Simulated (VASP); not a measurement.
**LiTlSe2: single point with PBE**

The system is LiTlSe2.

```
Li Se Tl
1.0
     4.27415    0.00000    0.00000
     0.00000    4.27415    0.00000
     0.00000    0.00000    5.95251
Li Se Tl
1 2 1
Direct
  0.00000 0.00000 0.00000
  0.00000 0.50000 0.22681
  0.50000 0.00000 0.77319
  0.50000 0.50000 0.50000
```

```json
{
  "Program": "VASP 6.6.1",
  "Task": "single point",
  "Functional": "PBE",
  "Potentials or basis": "VASP PAW PBE potentials, release 64 (Li_sv, Se, Tl_d)",
  "Cutoff": "750 eV",
  "k mesh": "6 × 6 × 4",
  "Occupations": "gaussian, width 0.01 eV",
  "Spin": "no spin polarisation"
}
```

The pressure is 1.2 GPa. The largest force is 0.124 eV/Å. The band gap on the k mesh is 0.41 eV.

Forces on the atoms (eV/Å):
```
Li   0.000  0.000  0.000
Se   0.000  0.000 -0.124
Se   0.000  0.000  0.124
Tl   0.000  0.000  0.000
```

Levels at points of the mesh, in eV from the valence-band top:
| k point | band 12 | band 13 | band 14 | band 15 | band 16 | band 17 |
| --- | --- | --- | --- | --- | --- | --- |
| (0.00, 0.00, 0.00) | -0.23 | 0.00 | 0.00 | 0.41 | 3.29 | 5.18 |
| (0.50, 0.00, 0.00) | -1.67 | -0.97 | -0.48 | 2.18 | 5.34 | 5.49 |
| (0.50, 0.50, 0.00) | -1.68 | -1.68 | -1.06 | 1.55 | 3.25 | 3.25 |
| (0.00, 0.00, 0.50) | -1.17 | -0.74 | -0.74 | 2.04 | 3.36 | 5.03 |
| (0.50, 0.00, 0.50) | -0.85 | -0.50 | -0.47 | 0.72 | 4.86 | 5.61 |
| (0.50, 0.50, 0.50) | -2.01 | -1.72 | -1.45 | 3.05 | 5.25 | 5.25 |

Run time: 62 s on 1 thread of Intel(R) Xeon(R) 6975P-C (Granite Rapids), on a shared host, peak memory 0.35 GiB.

Caveat: spin-orbit coupling is left out, which moves the levels of the heavy elements. A k mesh can miss the band edges.
